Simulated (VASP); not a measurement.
Crystal: Rh.

```
CELL_PARAMETERS angstrom
2.53184 -1.67335 0.00000
2.53184 1.67335 0.00000
0.00000 0.00000 6.82603
ATOMIC_POSITIONS crystal
Rh 0.85000 0.15000 0.11700
Rh 0.65000 0.35000 0.61700
Rh 0.15000 0.85000 0.88300
Rh 0.35000 0.65000 0.38300
```

```yaml
Program: VASP 6.6.1
Task: relaxation of cell and atoms
Functional: PBE
Potentials_or_basis: VASP PAW PBE potentials, release 64 (Rh_pv)
Cutoff: 600 eV
k_mesh: 6 × 6 × 4
Occupations: gaussian, width 0.1 eV
Spin: no spin polarisation
```

At the start: pressure 69.4 GPa; volume 14.46 Å³/atom.

Q: How do energy, volume and symmetry change on relaxing?

A: Over 34 steps the energy falls by 2343.8 meV/atom and the volume is 14.07 Å³/atom (-2.7 %); space group Cmce (No. 64, to 0.1 Å) before, Fm-3m (No. 225, to 0.1 Å).

The path:
```csv
step,energy change (eV),largest force (eV/Å),pressure (GPa),volume (Å³)
1,0.0000,15.6593,69.39,57.84
2,-3.0979,0.8931,-4.53,118.40
3,-3.2309,0.7328,-4.26,115.33
4,-3.3058,0.5943,-4.22,113.13
5,-3.4777,0.3316,-4.82,104.86
6,-4.4370,2.1619,-4.95,80.08
7,-5.2179,3.6275,2.77,68.63
8,-5.2833,3.7190,14.72,63.15
9,-5.3014,3.8020,7.36,66.04
10,-6.4366,0.1382,-30.45,75.43
11,-6.6877,0.3573,-22.76,71.95
12,-8.8452,1.2611,1.65,57.50
13,-8.8453,1.2792,2.87,57.20
14,-9.0240,0.6787,1.18,56.82
15,-9.0376,0.6652,1.31,56.68
16,-9.1426,0.6000,-2.71,57.39
17,-9.2287,0.4087,-9.48,58.80
18,-9.2644,0.3703,-8.22,58.40
19,-9.3175,0.2312,-4.16,57.29
20,-9.3186,0.2063,-3.33,57.09
21,-9.3373,0.1985,-2.12,56.78
22,-9.3620,0.1817,1.31,55.99
23,-9.3626,0.1792,1.97,55.85
24,-9.3678,0.1545,0.86,56.07
25,-9.3694,0.1189,-0.99,56.47
26,-9.3700,0.1294,-0.39,56.34
27,-9.3711,0.1152,-0.21,56.30
28,-9.3732,0.0760,0.35,56.17
29,-9.3724,0.0611,1.55,55.91
30,-9.3737,0.0549,0.82,56.07
31,-9.3746,0.0434,0.31,56.18
32,-9.3750,0.0356,-0.33,56.32
33,-9.3750,0.0359,-0.26,56.30
34,-9.3753,0.0277,-0.11,56.27
```

Final structure:
```
CELL_PARAMETERS angstrom
1.92709 -1.92746 0.00000
1.92709 1.92746 0.00000
0.00000 0.00000 7.57451
ATOMIC_POSITIONS crystal
Rh 0.75009 0.24991 0.12524
Rh 0.74991 0.25009 0.62524
Rh 0.24991 0.75009 0.87476
Rh 0.25009 0.74991 0.37476
```

Caveat: the k points lie up to 0.38 Å⁻¹ apart in the final cell, too coarse for converged energies and pressures of a metal.
